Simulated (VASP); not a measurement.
# Fe2Ge (P6_3/mmc) in VASP: further runs, part 3 of 3

VASP 6.6.1.

## Step 4: Single point, PBEsol, collinear spin, ferromagnetic start (11.61 Å³/atom)

This run uses another cell than the first one, of 11.61 Å³/atom.

Input file INCAR:

```
SYSTEM = Fe2Ge
PREC = Accurate
ENCUT = 520
EDIFF = 1E-7
ISMEAR = -1
SIGMA = 0.05
LREAL = .False.
LASPH = .True.
NELM = 150
ALGO = Normal
ISIF = 2
LWAVE = .False.
LCHARG = .False.
ISPIN = 2
MAGMOM = 0 0 3 3 3 3
LORBIT = 11
LMAXMIX = 4
GGA = PS
NBANDS = 43
```

Input file KPOINTS:

```
regular mesh
0
Gamma
  8 8 6
  0 0 0
```

Input file POSCAR:

```
Fe2Ge
1.0
    4.0485002183      0.0000000000      0.0000000000
   -2.0242501092      3.5061040363      0.0000000000
    0.0000000000      0.0000000000      4.9065038812
Ge Fe
2 4
Direct
    0.3333333333      0.6666666667      0.7500000000
    0.6666666667      0.3333333333      0.2500000000
    0.3333333333      0.6666666667      0.2500000000
    0.6666666667      0.3333333333      0.7500000000
    0.0000000000      0.0000000000      0.5000000000
    0.0000000000      0.0000000000      0.0000000000
```

Potentials or basis: VASP PAW PBE potentials, release 64 (Ge_d, Fe).

Started as:

```console
$ cat potpaw_PBE.64/Ge_d/POTCAR potpaw_PBE.64/Fe/POTCAR > POTCAR
$ mpirun -np 1 vasp_std > vasp.out
```

OUTCAR:

```text
SYSTEM = Fe2Ge
   PREC = Accurate
   ENCUT = 520
   EDIFF = 1E-7
   ISMEAR = -1
   LREAL = .False.
   LASPH = .True.
   NELM = 150
   ISIF = 2
   ISPIN = 2
   LORBIT = 11
   GGA = PS

 ion  position               nearest neighbor table
   1  0.333  0.667  0.750-   4 2.34   4 2.34   4 2.34   3 2.45   3 2.45   5 2.64   6 2.64   6 2.64
                             5 2.64   6 2.64   5 2.64
   2  0.667  0.333  0.250-   3 2.34   3 2.34   3 2.34   4 2.45   4 2.45   5 2.64   6 2.64   5 2.64
                             6 2.64   5 2.64   6 2.64
   3  0.333  0.667  0.250-   2 2.34   2 2.34   2 2.34   1 2.45   1 2.45   5 2.64   6 2.64   6 2.64
                             5 2.64   6 2.64   5 2.64
   4  0.667  0.333  0.750-   1 2.34   1 2.34   1 2.34   2 2.45   2 2.45   5 2.64   6 2.64   5 2.64
                             6 2.64   5 2.64   6 2.64
   5  0.000  0.000  0.500-   6 2.45   6 2.45   3 2.64   4 2.64   1 2.64   2 2.64   2 2.64   4 2.64
                             1 2.64   3 2.64   2 2.64   4 2.64   1 2.64   3 2.64
   6  0.000  0.000  0.000-   5 2.45   5 2.45   3 2.64   4 2.64   1 2.64   2 2.64   2 2.64   4 2.64
                             1 2.64   3 2.64   2 2.64   4 2.64   1 2.64   3 2.64

  LATTYP: Found a hexagonal cell.
 ALAT       =     4.0485002183
 C/A-ratio  =     1.2119312379

  Lattice vectors:

 A1 = (   4.0485002183,   0.0000000000,   0.0000000000)
 A2 = (  -2.0242501092,   3.5061040363,   0.0000000000)
 A3 = (   0.0000000000,   0.0000000000,   4.9065038812)

Analysis of symmetry for initial positions (statically):
=====================================================================
 Subroutine PRICEL returns:
 Original cell was already a primitive cell.

 Routine SETGRP: Setting up the symmetry group for a
 hexagonal supercell.

 Subroutine GETGRP returns: Found 24 space group operations
 (whereof 12 operations were pure point group operations)
 out of a pool of 24 trial point group operations.

The static configuration has the point symmetry D_3d.
 The point group associated with its full space group is D_6h.

Analysis of symmetry for dynamics (positions and initial velocities):
=====================================================================
 Subroutine PRICEL returns:
 Original cell was already a primitive cell.

 Routine SETGRP: Setting up the symmetry group for a
 hexagonal supercell.

 Subroutine GETGRP returns: Found 24 space group operations
 (whereof 12 operations were pure point group operations)
 out of a pool of 24 trial point group operations.

The dynamic configuration has the point symmetry D_3d.
 The point group associated with its full space group is D_6h.

Analysis of structural, dynamic, and magnetic symmetry:
=====================================================================
 Subroutine PRICEL returns:
 Original cell was already a primitive cell.

 Routine SETGRP: Setting up the symmetry group for a
 hexagonal supercell.

 Subroutine GETGRP returns: Found 24 space group operations
 (whereof 12 operations were pure point group operations)
 out of a pool of 24 trial point group operations.

The overall configuration has the point symmetry D_3d.
 The point group associated with its full space group is D_6h.

 Subroutine INISYM returns: Found 24 space group operations
 (whereof 12 operations are pure point group operations),
 and found     1 'primitive' translations

----------------------------------------------------------------------------------------

                                     Primitive cell

  volume of cell :      69.6452
[... 108 lines left out ...]
   NELECT =      60.0000    total number of electrons
   NUPDOWN=      -1.0000    fix difference up-down
   EMIN   =  10.00;   EMAX   =-10.00  energy-range for DOS
   EFERMI =   0.00;   METHOD = LEGACY
   ISMEAR =    -1;   SIGMA  =   0.05  broadening in eV -4-tet -1-fermi 0-gaus
   EFERMI_NEDOS =   21; number of points for ismear=-14 and -15
   IALGO  =     38    algorithm
   IMIX   =      4    mixing-type and parameters
     AMIX     =   0.40;   BMIX     =  1.00
     AMIX_MAG =   1.60;   BMIX_MAG =  1.00
  volume/ion in A,a.u.               =      11.61        78.33
  Fermi-wavevector in a.u.,A,eV,Ry     =   1.557740  2.943701 33.015256  2.426553
  Thomas-Fermi vector in A             =   2.661346
   LORBIT       =     11    0 simple, 1 ext, 2 COOP (PROOUT), +10 PAW based schemes
   GGA     = PS    functional components
   LHFCALC =     F    Hartree Fock is set to
   AEXX    =    0.0000 exact exchange contribution
   IVDW    =     0    specifies the selected vdW correction
   LEPSILON=     F    determine dielectric tensor
   LRPA    =     F    only Hartree local field effects (RPA)
 spin polarized calculation
  energy-cutoff  :      520.00
  volume of cell :       69.65
 maximum number of plane-waves:      1896
   NGX = 15   NGY = 15   NGZ = 19

 number of electron      60.0000000 magnetization      12.0000000

 number of electron      59.9999993 magnetization       6.9552819

 Free energy of the ion-electron system (eV)
  ---------------------------------------------------
  ext. energy  EPLUGINS =         0.00000000
  ---------------------------------------------------
  free energy    TOTEN  =       -46.15184818 eV

  energy without entropy =      -46.10807103  energy(sigma->0) =      -46.12995960

 E-fermi :   8.1976     XC(G=0): -13.4678

 val. band max:        8.1928107754   @ k =   0.3750   0.1250   0.5000
 cond. band min:       8.2135708296   @ k =   0.2500   0.0000   0.3333
 fundamental gap:      0.0207600542
 Fermi energy:         8.1975809534

 spin component 1

 k-point     1 :       0.0000    0.0000    0.0000
  band No.  band energies     occupation
      1     -16.4094      1.00000
      2     -16.4021      1.00000
      3     -16.3771      1.00000
      4     -16.3771      1.00000
      5     -16.3545      1.00000
      6     -16.3545      1.00000
[... 1069 lines left out ...]
     41      16.6586      0.00000
     42      17.1490      0.00000

 [... further k-points ...]

 spin component 2

 k-point     1 :       0.0000    0.0000    0.0000
  band No.  band energies     occupation
      1     -16.4204      1.00000
      2     -16.4133      1.00000
      3     -16.3925      1.00000
      4     -16.3925      1.00000
      5     -16.3639      1.00000
      6     -16.3639      1.00000
[... 1069 lines left out ...]
     41      17.0522      0.00000
     42      17.6288      0.00000

 [... further k-points ...]

 [bands above 42 left out]

------------------------ aborting loop because EDIFF is reached ----------------------------------------

  FORCE on cell =-STRESS in cart. coord.  units (eV):
  Direction    XX          YY          ZZ          XY          YZ          ZX
  --------------------------------------------------------------------------------------
  -------------------------------------------------------------------------------------
  Total        0.6820731      0.6820731      0.4264087     -0.0000000      0.0000000      0.0000000
  in kB       15.6909915     15.6909915      9.8094703     -0.0000000      0.0000000      0.0000000
  external PRESSURE =      13.7304844 kB  Pullay stress =       0.0000000 kB

 VOLUME and BASIS-vectors are now :
 -----------------------------------------------------------------------------
  energy-cutoff  :      520.00
  volume of cell :       69.65
      direct lattice vectors                 reciprocal lattice vectors
     4.048500218  0.000000000  0.000000000     0.247005050  0.142608432  0.000000000
    -2.024250109  3.506104036  0.000000000     0.000000000  0.285216865  0.000000000
     0.000000000  0.000000000  4.906503881     0.000000000  0.000000000  0.203811110

 POSITION                                       TOTAL-FORCE (eV/Angst)
 -----------------------------------------------------------------------------------
     -0.00000      2.33740      3.67988         0.000000     -0.000000      0.000000
      2.02425      1.16870      1.22663        -0.000000      0.000000      0.000000
     -0.00000      2.33740      1.22663        -0.000000      0.000000      0.000000
      2.02425      1.16870      3.67988        -0.000000      0.000000      0.000000
      0.00000      0.00000      2.45325         0.000000      0.000000      0.000000
      0.00000      0.00000      0.00000         0.000000      0.000000      0.000000
 -----------------------------------------------------------------------------------
    total drift:                                0.000000     -0.000000      0.000000

  FREE ENERGIE OF THE ION-ELECTRON SYSTEM (eV)
  ---------------------------------------------------
  free  energy   TOTEN  =       -46.1518481795 eV

  energy  without entropy=      -46.1080710270  energy(sigma->0) =      -46.12995960

 total charge

# of ion       s       p       d       tot
------------------------------------------
    1        1.091   1.366  10.136  12.593
    2        1.091   1.366  10.136  12.593
    3        0.439   0.538   6.552   7.529
    4        0.439   0.538   6.552   7.529
    5        0.414   0.525   6.308   7.247
    6        0.414   0.525   6.308   7.247
--------------------------------------------------
tot          3.888   4.859  45.992  54.740

 magnetization (x)

# of ion       s       p       d       tot
------------------------------------------
    1       -0.005  -0.074   0.007  -0.072
    2       -0.005  -0.074   0.007  -0.072
    3        0.006  -0.000   1.283   1.289
    4        0.006  -0.000   1.283   1.289
    5       -0.000   0.004   2.241   2.245
    6       -0.000   0.004   2.241   2.245
--------------------------------------------------
tot          0.002  -0.139   7.062   6.924
```

Run time: 6.1 min. Hardware: 1 thread of AMD EPYC 7R43 (Zen 3), shared host; peak memory 0.28 GiB.

What came out:

```
Free energy                                           : -46.1518 eV
Pressure                                              : 1.4 GPa
Net moment                                            : 6.96 μB per cell
Site moments                                          : Ge -0.07; Fe +1.29, +2.25 (each value once) μB
Valence electrons inside the program's atomic spheres : Ge 12.59; Fe 7.53, 7.25 (each value once)
```

Levels at points of the mesh, in eV from the Fermi level:
Spin up:
```
           k point  band 30  band 31  band 32  band 33  band 34  band 35  band 36  band 37  band 38  band 39
(0.00, 0.00, 0.00)    -0.55    -0.55    -0.33     0.25     2.44     2.94     2.94     3.02     3.27     3.27
(0.50, 0.00, 0.00)    -1.26    -1.22    -0.83    -0.48    -0.47    -0.38     1.27     2.02     3.66     3.86
(0.00, 0.00, 0.50)    -0.86    -0.86    -0.86     1.75     1.75     3.55     3.55     3.55     3.55     4.96
(0.50, 0.00, 0.50)    -1.58    -1.33    -1.33    -0.52    -0.52     1.26     1.26     2.95     2.95     7.02
```
Spin down:
| k point | band 23 | band 24 | band 25 | band 26 | band 27 | band 28 | band 29 | band 30 | band 31 | band 32 |
| --- | --- | --- | --- | --- | --- | --- | --- | --- | --- | --- |
| (0.00, 0.00, 0.00) | -0.30 | -0.30 | -0.20 | 0.53 | 0.58 | 0.58 | 0.77 | 0.77 | 1.27 | 1.27 |
| (0.50, 0.00, 0.00) | -1.01 | -0.88 | -0.81 | -0.81 | -0.22 | 0.12 | 0.39 | 0.55 | 0.61 | 0.64 |
| (0.00, 0.00, 0.50) | -0.52 | -0.52 | 0.44 | 0.44 | 0.44 | 0.44 | 0.68 | 0.68 | 0.68 | 0.68 |
| (0.50, 0.00, 0.50) | -1.02 | -1.02 | -0.50 | -0.50 | 0.05 | 0.05 | 0.07 | 0.07 | 0.63 | 0.63 |

Caveat: the PAW data sets were made with another functional, which shifts forces and pressure a little.

## Step 5: Single point, PBEsol, collinear spin, ferromagnetic start (11.85 Å³/atom)

This run uses another cell than the first one, of 11.85 Å³/atom.

Input file INCAR:

```
  ALGO = Normal
  EDIFF = 1E-6
  ENCUT = 520
  GGA = PS
  ISIF = 2
  ISMEAR = -1
  ISPIN = 2
  LASPH = T
  LCHARG = F
  LMAXMIX = 4
  LORBIT = 11
  LREAL = F
  LWAVE = F
  MAGMOM = 0 0 3 3 3 3
  NBANDS = 43
  NELM = 150
  PREC = Accurate
  SIGMA = 0.05
```

Input file KPOINTS:

```
k-points
0
Gamma
  8 8 6
```

Changes to POSCAR since step 4:

```diff
@@ -2,5 +2,5 @@
 1.0
-    4.0485002183      0.0000000000      0.0000000000
-   -2.0242501092      3.5061040363      0.0000000000
-    0.0000000000      0.0000000000      4.9065038812
+    4.0770117226      0.0000000000      0.0000000000
+   -2.0385058613      3.5307957234      0.0000000000
+    0.0000000000      0.0000000000      4.9410578639
 Ge Fe
```

Started as:

```console
$ cat potpaw_PBE.64/Ge_d/POTCAR potpaw_PBE.64/Fe/POTCAR > POTCAR
$ mpirun -np 1 vasp_std > vasp.out
```

It took 6.6 min on 1 thread of AMD EPYC 7R43 (Zen 3), shared host; peak memory 0.29 GiB.

The run converged. Its results:

| Item | Value |
| --- | --- |
| Free energy | -46.1463 eV |
| Pressure | -2.6 GPa |
| Net moment | 7.15 μB per cell |
| Site moments | Ge -0.08; Fe +1.34, +2.29 (each value once) μB |
| Valence electrons inside the program's atomic spheres | Ge 12.56; Fe 7.48, 7.20 (each value once) |

Stress tensor (GPa, compression positive):
```
-2.53  0.00  0.00
 0.00 -2.53  0.00
 0.00  0.00 -2.70
```

Levels at points of the mesh, in eV from the Fermi level:
Spin up:
```
           k point  band 32  band 33  band 34  band 35  band 36  band 37
(0.00, 0.00, 0.00)    -0.38     0.17     2.30     2.82     2.82     2.95
(0.50, 0.00, 0.00)    -0.86    -0.54    -0.51    -0.44     1.15     1.93
(0.00, 0.00, 0.50)    -0.91     1.62     1.62     3.44     3.44     3.44
(0.50, 0.00, 0.50)    -1.35    -0.57    -0.57     1.17     1.17     2.81
```
Spin down:
```tsv
k point	band 24	band 25	band 26	band 27	band 28	band 29
(0.00, 0.00, 0.00)	-0.26	-0.17	0.51	0.59	0.59	0.79
(0.50, 0.00, 0.00)	-0.83	-0.78	-0.77	-0.19	0.12	0.40
(0.00, 0.00, 0.50)	-0.49	0.46	0.46	0.46	0.46	0.69
(0.50, 0.00, 0.50)	-0.96	-0.46	-0.46	0.08	0.08	0.09
```

Caveat: the PAW data sets were made with another functional, which shifts forces and pressure a little.

## Step 6: Overview

```csv
cell,gap on the mesh (eV),pressure (GPa),moment (μB)
"a = 4.187, b = 4.187, c = 5.075 Å, angles 90.0, 90.0, 120.0°, 6 atoms",none,-13.4,8.14
"a = 4.214, b = 4.214, c = 5.107 Å, angles 90.0, 90.0, 120.0°, 6 atoms",none,-15.1,8.45
"a = 4.049, b = 4.049, c = 4.907 Å, angles 90.0, 90.0, 120.0°, 6 atoms",none,1.4,6.96
"a = 4.077, b = 4.077, c = 4.941 Å, angles 90.0, 90.0, 120.0°, 6 atoms",none,-2.6,7.15
```

Alike in all rows: task single point; level PBEsol; potentials or basis VASP PAW PBE potentials, release 64 (Ge_d, Fe); spin collinear, ferromagnetic start; k mesh 8 × 8 × 6; cutoff (eV) 520; smearing fermi-dirac 0.05 eV.

Caveats: the PAW data sets were made with another functional, which shifts forces and pressure a little; the cell stands under tension (at least some runs).

Absolute energies hang on the potentials; compare differences alone.
